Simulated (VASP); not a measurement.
Input of a VASP 6.6.1 run:

Contents of INCAR:

```
ALGO = Normal
EDIFF = 1E-6
ENCUT = 880
GGA = PE
GGA_COMPAT = F
ISIF = 2
ISMEAR = 0
LASPH = T
LCHARG = T
LELF = T
LREAL = F
LVHAR = T
LWAVE = F
NBANDS = 30
NELM = 120
PREC = Accurate
SIGMA = 0.1
```

Contents of KPOINTS:

```
k-points
0
Gamma
  4 4 4
```

The input POSCAR:

```
Li3Ta2O
1.0
    4.1252668943      0.0000000000      0.0000000000
    0.0000000000      4.1252668943      0.0000000000
    0.0000000000      0.0000000000      6.1470169305
Li Ta O
3 2 1
Direct
    0.0000000000      0.0000000000      0.3128846537
    0.0000000000      0.0000000000      0.6871153463
    0.5000000000      0.5000000000      0.5000000000
    0.5000000000      0.0000000000      0.0000000000
    0.0000000000      0.5000000000      0.0000000000
    0.5000000000      0.5000000000      0.0000000000
```

Potentials or basis: VASP PAW PBE potentials, release 64 (Li_sv, Ta_sv_GW, O).

Command:

```bash
$ cat potpaw_PBE.64/Li_sv/POTCAR potpaw_PBE.64/Ta_sv_GW/POTCAR potpaw_PBE.64/O/POTCAR > POTCAR
$ mpirun -np 1 vasp_std > vasp.out
```

Question: Predict the band gap on the k mesh.

Answer: Zero (an odd number of electrons rules out a gap without spin polarisation).

Question: Estimate the pressure.

Answer: 0.1 GPa.

Question: Predict the largest force.

Answer: 0.015 eV/Å.

Forces in eV/Å, atoms in the order of the input:
```
Li   0.000  0.000  0.015
Li   0.000  0.000 -0.015
Li   0.000  0.000  0.000
Ta   0.000  0.000  0.000
Ta   0.000  0.000  0.000
O    0.000  0.000  0.000
```

Caveat: the k points lie up to 0.38 Å⁻¹ apart, too coarse for converged energies and pressures of a metal; spin-orbit coupling is left out, which moves the levels of the heavy elements.
